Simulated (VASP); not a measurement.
Input of a VASP 6.6.1 run:

INCAR

```
SYSTEM = HCl
PREC = Accurate ; ENCUT = 520
EDIFF = 1E-7 ; ISMEAR = -1
SIGMA = 0.02 ; LREAL = .False.
LASPH = .True. ; NELM = 100
ALGO = Normal ; ISIF = 2
LWAVE = .False. ; LCHARG = .False.
IBRION = 2 ; NSW = 35
EDIFFG = -0.3
```

File KPOINTS:

```
regular mesh
0
Gamma
  1 1 1
  0 0 0
```

POSCAR

```
HCl
1.0
    6.7386640000      0.0000000000      0.0000000000
    0.0000000000      6.7386640000      0.0000000000
    0.0000000000      0.0000000000      6.7386640000
Cl H
6 6
Direct
    0.1927551000      0.1442885000      0.9304172000
    0.3463575000      0.6413877000      0.8271648000
    0.7556735000      0.8202224000      0.3450231000
    0.9244558000      0.3313431000      0.3102956000
    0.2500499000      0.8712255000      0.4044780000
    0.4428591000      0.4237523000      0.3597873000
    0.0446850000      0.0254916000      0.9368831000
    0.2413230000      0.7010355000      0.9737566000
    0.5789352000      0.8470042000      0.2807926000
    0.8687932000      0.3707068000      0.1330065000
    0.3889952000      0.8947284000      0.5318400000
    0.4256030000      0.2511446000      0.2824049000
```

Potentials or basis: VASP PAW LDA potentials, release 64 (Cl, H).

Command:

```console
$ cat potpaw_LDA.64/Cl/POTCAR potpaw_LDA.64/H/POTCAR > POTCAR
$ mpirun -np 1 vasp_gam > vasp.out
```

Q: Predict the energy gained by relaxing.

A: 30.5 meV/atom.

Stress tensor (GPa, compression positive):
```
 0.95 -0.11 -0.18
-0.11  0.26  0.27
-0.18  0.27 -0.08
```

Caveat: the k points lie up to 0.93 Å⁻¹ apart.
